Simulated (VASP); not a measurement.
A run of VASP 6.6.1 is set up as follows.

INCAR

```
SYSTEM = C
PREC = Accurate ; ENCUT = 520
EDIFF = 1E-6 ; ISMEAR = -1
SIGMA = 0.1 ; LREAL = .FALSE.
LASPH = .TRUE. ; NELM = 150
ALGO = Normal ; ISIF = 2
LWAVE = .FALSE. ; LCHARG = .FALSE.
LNONCOLLINEAR = .TRUE. ; MAGMOM = 0 0 0
LORBIT = 11 ; LSORBIT = .TRUE.
GGA_COMPAT = .FALSE. ; LORBMOM = .TRUE.
GGA = CA ; NBANDS = 15
```

File KPOINTS:

```
Automatic mesh
0
G
  19 19 19
  0 0 0
```

Contents of POSCAR:

```
C
1.0
   -1.1646087104      1.1646087104      1.1646087104
    1.1646087104     -1.1646087104      1.1646087104
    1.1646087104      1.1646087104     -1.1646087104
C
1
Direct
    0.0000000000      0.0000000000      0.0000000000
```

Potentials or basis: VASP PAW LDA potentials, release 64 (C).

Launch:

```console
$ cat potpaw_LDA.64/C/POTCAR > POTCAR
$ mpirun -np 1 vasp_ncl > vasp.out
```

Problem. What does it give for the net moment?

Solution. 0.00 μB per cell.

Problem. Predict the pressure.

Solution. -0.1 GPa.

Moments on the atoms (μB; x, y, z):
```
C   0.00 0.00 0.00
```
